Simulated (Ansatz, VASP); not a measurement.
# Rh in VASP and in Ansatz

The input INCAR:

```
SYSTEM = Rh
PREC     = Accurate       ! precision mode
ENCUT    = 520            ! plane-wave cutoff, eV
EDIFF    = 1E-7           ! SCF threshold, eV
ISMEAR   = 0              ! smearing method
SIGMA    = 0.15           ! smearing width, eV
LREAL    = .FALSE.        ! projectors in reciprocal space
LASPH    = .TRUE.         ! aspherical terms in the spheres
NELM     = 60             ! most SCF steps
ALGO     = Fast           ! electronic algorithm
ISIF     = 2              ! what is computed and relaxed
LWAVE    = .FALSE.        ! write WAVECAR
LCHARG   = .FALSE.        ! write CHGCAR
GGA      = PS             ! functional
NBANDS   = 38             ! bands
```

KPOINTS

```
regular mesh
0
G
  18 18 6
  0 0 0
```

POSCAR

```
Rh
1.0
    2.6221000000      0.0000000000      0.0000000000
   -1.3110500000      2.2708052113      0.0000000000
    0.0000000000      0.0000000000      9.1930000000
Rh
4
Direct
    0.0000000000      0.0000000000      0.0000000000
    0.3333333333      0.6666666667      0.2500000000
    0.0000000000      0.0000000000      0.5000000000
    0.6666666667      0.3333333333      0.7500000000
```

Input for Ansatz:

```yaml
crystal:
  lattice:
    - [2.6221, 0.0, 0.0]
    - [-1.31105, 2.2708052113, 0.0]
    - [0.0, 0.0, 9.193]
  atoms:
    - { symbol: Rh, position: [0.0, 0.0, 0.0] }
    - { symbol: Rh, position: [0.3333333333, 0.6666666667, 0.25] }
    - { symbol: Rh, position: [0.0, 0.0, 0.5] }
    - { symbol: Rh, position: [0.6666666667, 0.3333333333, 0.75] }
basis:
  ecutwfc: 420
kpoints:
  mp_grid: { grid: [18, 18, 6] }
hamiltonian:
  xc: pbesol
  pseudopotentials: { kind: paw, azcp: { folder: soft_1 } }
scf:
  occupations: { method: gaussian, width: 0.15 }
output:
  forces: true
  stress: true
  eigenvalues: true
  write_density: true
  write_potential: true
  elf: true
  volumetric_format: npy
```

Alike in both runs: task single point; functional PBEsol; k mesh 18 × 18 × 6; occupations gaussian, width 0.15 eV; no spin polarisation.

```csv
,VASP,Ansatz
version,VASP 6.6.1,Ansatz 0.2.0
potentials or method,"VASP PAW PBE potentials, release 64 (Rh_pv), cutoff 520 eV","scalar-relativistic, plane waves, PAW"
valence electrons in the cell,60,68
```

Ansatz gave:

| Property | Result |
| --- | --- |
| gap on the k mesh at the Fermi level (eV) | none |
| pressure (GPa) | -1.3 |
| traceless stress, the component that is largest in VASP (GPa) | -17.36 |

Task: Which values does VASP return?

Result: gap on the k mesh at the Fermi level (eV): none; pressure (GPa): -1.4; traceless stress, the component that is largest in VASP (GPa): -17.32.

VASP's potentials were made for PBE, not for PBEsol, and Ansatz warns of the same on its side. A gap of «none» marks a metal or a gap that the smearing closes. With one functional, cell and mesh, what is left measures potentials, basis and numerics. VASP's potentials hold 60 valence electrons a cell and Ansatz's 68, so a difference there can come from the potentials and not from the codes.
